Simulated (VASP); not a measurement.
## AgBr: single point with PBEsol

AgBr:

```
CELL_PARAMETERS angstrom
0.01419 2.84478 2.84478
2.84478 0.01419 2.84478
2.84478 2.84478 0.01419
ATOMIC_POSITIONS crystal
Ag 0.00000 0.00000 0.00000
Br 0.50000 0.50000 0.50000
```

This cell differs from its parent crystal: equal xy, yz and zx engineering shears of +0.5 %.

```yaml
Program: VASP 6.6.1
Task: single point
Functional: PBEsol
Potentials_or_basis: VASP PAW PBE potentials, release 64 (Ag, Br)
Cutoff: 500 eV
k_mesh: 6 × 6 × 6
Occupations: fermi-dirac, width 0.01 eV
Spin: non-collinear spin, zero start, spin-orbit coupling
Starting_moments: "[[0.0, 0.0, 0.0], [0.0, 0.0, 0.0]] μB"
```

```json
{
  "Pressure": "0.0 GPa",
  "Net moment": "0.00 μB per cell",
  "Valence electrons inside the program's atomic spheres": "Ag 9.75; Br 4.81"
}
```

Moments on the atoms (μB; x, y, z):
```
Ag  0.00 0.00 0.00
Br  0.00 0.00 0.00
```

It took 53 s on 1 thread of AMD EPYC 9R45 96-Core Processor (Zen 5), on a shared host, peak memory 0.27 GiB.

Caveat: the cell differs from its parent crystal (equal xy, yz and zx engineering shears of +0.5 %); the PAW data sets were made with another functional, which shifts forces and pressure a little.
